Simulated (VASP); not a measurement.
Pr4O: relaxation of cell and atoms with PBE

Pr4O:

```
Pr O
1.0
    -5.26031   -0.01498    0.00608
     0.00608    0.06211   -5.22656
    -0.02996  -10.45219    0.12421
Pr O
8 2
Direct
  0.00202 0.51747 0.75039
  0.01590 0.50457 0.24139
  0.48847 0.99795 0.75257
  0.47837 0.00502 0.25245
  0.50141 0.49058 0.99817
  0.50533 0.48364 0.50391
  0.99880 0.99482 0.00066
  0.00657 0.99463 0.49646
  0.49961 0.50559 0.75458
  0.50351 0.50572 0.24943
```

```
Program                : VASP 6.6.1
Task                   : relaxation of cell and atoms
Functional             : PBE
Potentials or basis    : VASP PAW PBE potentials, release 64 (Pr_3, O), 4f in core
Cutoff                 : 600 eV
k mesh                 : 4 × 4 × 2
Occupations            : gaussian, width 0.2 eV
Spin                   : no spin polarisation
Dipole correction      : no
Further INCAR settings : ALGO = Normal; EDIFF = 1e-07; IBRION = 2; EDIFFG = -0.025; NSW = 80; ISIF = 3
```

```
Relaxed volume                        : 27.66 Å³/atom
Relaxed cell                          : a = 5.171 Å, b = 5.171 Å, c = 10.344 Å, α = 90.00°, β = 90.00°, γ = 90.00°
Space group after relaxing (to 0.1 Å) : Pm-3m (No. 221)
Energy gained by relaxing             : 21.7 meV/atom
Ionic steps                           : 10
Pressure after relaxing               : 0.0 GPa
Largest force after relaxing          : 0.013 eV/Å
Band gap on the k mesh                : zero (bands 50 and 51 overlap by 1.72 eV)
```

Forces on the atoms (eV/Å):
```
Pr  -0.004  0.008  0.005
Pr  -0.002 -0.008  0.004
Pr  -0.010  0.006  0.005
Pr   0.003  0.000 -0.006
Pr  -0.001  0.002 -0.002
Pr   0.008 -0.006 -0.007
Pr  -0.001  0.000  0.005
Pr   0.005 -0.001 -0.003
O   -0.004  0.001  0.003
O    0.004 -0.002 -0.004
```

The path:
```
step  energy change (eV)  largest force (eV/Å)  pressure (GPa)  volume (Å³)
   1              0.0000                0.6221           -1.71       287.32
   2             -0.1239                0.4766            0.43       274.71
   3             -0.1254                0.4576            0.72       273.18
   4             -0.1762                0.2937            0.42       274.59
   5             -0.2027                0.1300            0.04       276.51
   6             -0.2126                0.0899           -0.06       277.09
   7             -0.2143                0.0677           -0.13       277.44
   8             -0.2157                0.0414            0.09       276.25
   9             -0.2157                0.0386            0.12       276.12
  10             -0.2166                0.0129            0.03       276.58
```

Final structure:
```
Pr O
1.0
    -5.17101    0.00016    0.00002
    -0.00001    0.00012   -5.17087
     0.00010  -10.34398    0.00042
Pr O
8 2
Direct
  0.99955 0.50051 0.75020
  0.00024 0.49994 0.24976
  0.49926 0.00039 0.75015
  0.50038 0.99957 0.24999
  0.49991 0.49997 0.00004
  0.50049 0.49960 0.49989
  0.99985 0.00029 0.00002
  0.00032 0.99979 0.49997
  0.49949 0.50039 0.75005
  0.50051 0.49954 0.24993
```

Levels at points of the mesh, in eV from the Fermi level:
```csv
k point,band 46,band 47,band 48,band 49,band 50,band 51,band 52,band 53,band 54,band 55
"(0.00, 0.00, 0.00)",-1.50,-1.50,-1.48,-0.86,-0.45,-0.32,0.40,0.40,0.95,0.95
"(0.50, 0.00, 0.00)",-0.38,-0.32,-0.14,-0.14,0.35,0.37,0.37,0.40,0.40,0.47
"(0.00, 0.50, 0.00)",-0.38,-0.32,-0.14,-0.14,0.35,0.37,0.37,0.40,0.40,0.47
"(0.50, 0.50, 0.00)",-0.38,-0.14,-0.14,0.35,0.37,0.37,0.47,0.81,0.81,1.22
"(0.00, 0.00, 0.50)",-1.59,-1.22,-1.21,-0.89,-0.89,-0.89,-0.89,0.75,0.75,1.87
"(0.50, 0.00, 0.50)",-0.46,-0.06,-0.06,-0.03,-0.03,0.18,0.19,0.38,0.38,0.44
"(0.00, 0.50, 0.50)",-0.46,-0.06,-0.06,-0.03,-0.03,0.18,0.19,0.38,0.38,0.44
"(0.50, 0.50, 0.50)",-0.81,-0.81,-0.81,0.83,0.83,0.93,0.93,0.93,0.93,1.52
```

Run time: 44 min on 1 thread of AMD EPYC 9R14 (Zen 4) (shared host), peak memory 0.58 GiB.

Caveat: spin-orbit coupling is left out, which moves the levels of the heavy elements; the 4f electrons are frozen in the core, so they carry no moment and show no levels; the run has no spin polarisation, though such a crystal can be magnetic. With open d or f shells a metallic result of PBE can be an artefact of self-interaction; +U or a hybrid may open a gap.
